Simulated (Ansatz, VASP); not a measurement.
KTaO3: VASP beside Ansatz

Contents of INCAR:

```
  PREC = Accurate
  ENCUT = 600
  EDIFF = 1E-6
  ISMEAR = 0
  SIGMA = 0.1
  LREAL = F
  LASPH = T
  NELM = 120
  ALGO = Normal
  ISIF = 2
  LWAVE = F
  LCHARG = F
  GGA = PE
  NBANDS = 27
  GGA_COMPAT = F
```

File KPOINTS:

```
regular mesh
0
Gamma
  4 4 4
```

Contents of POSCAR:

```
KTaO3
1.0
    3.9948813700      0.0000000000      0.0000000000
    0.0000000000      3.9948813700      0.0000000000
    0.0000000000      0.0000000000      3.9948813700
K Ta O
1 1 3
Direct
    0.0000000000      0.0000000000      0.0000000000
    0.5000000000      0.5000000000      0.5000000000
    0.5000000000      0.5000000000      0.0000000000
    0.5000000000      0.0000000000      0.5000000000
    0.0000000000      0.5000000000      0.5000000000
```

Input for Ansatz:

```yaml
crystal:
  lattice:
    - [3.99488137, 0.0, 0.0]
    - [0.0, 3.99488137, 0.0]
    - [0.0, 0.0, 3.99488137]
  atoms:
    - { symbol: K, position: [0.0, 0.0, 0.0] }
    - { symbol: Ta, position: [0.5, 0.5, 0.5] }
    - { symbol: O, position: [0.5, 0.5, 0.0] }
    - { symbol: O, position: [0.5, 0.0, 0.5] }
    - { symbol: O, position: [0.0, 0.5, 0.5] }
basis:
  ecutwfc: 420
kpoints:
  mp_grid: { grid: [4, 4, 4] }
hamiltonian:
  xc: pbe
  pseudopotentials: { kind: paw }
scf:
  occupations: { method: gaussian, width: 0.1 }
output:
  forces: true
  stress: true
  eigenvalues: true
```

Alike in both runs: task single point; functional PBE; k mesh 4 × 4 × 4; occupations gaussian, width 0.1 eV; no spin polarisation.

```csv
,VASP,Ansatz
version,VASP 6.6.1,Ansatz 0.2.0
potentials or method,"VASP PAW PBE potentials, release 64 (K_sv, Ta_pv, O), cutoff 600 eV","scalar-relativistic, plane waves, PAW"
valence electrons in the cell,38,40
```

VASP gave:

```
gap on the k mesh at the Fermi level (eV) : 2.15
least direct gap on the mesh (eV)         : 2.77
pressure (GPa)                            : 4.9
```

**Question.** Estimate Ansatz's values.

**Answer.** gap on the k mesh at the Fermi level (eV): 2.19; least direct gap on the mesh (eV): 2.81; pressure (GPa): 4.4.

The functional is the same, so the differences come from potentials, cutoffs and numerics. VASP's potentials hold 38 valence electrons a cell and Ansatz's 40, so a difference there can come from the potentials and not from the codes.

Neither program's run includes spin-orbit coupling.
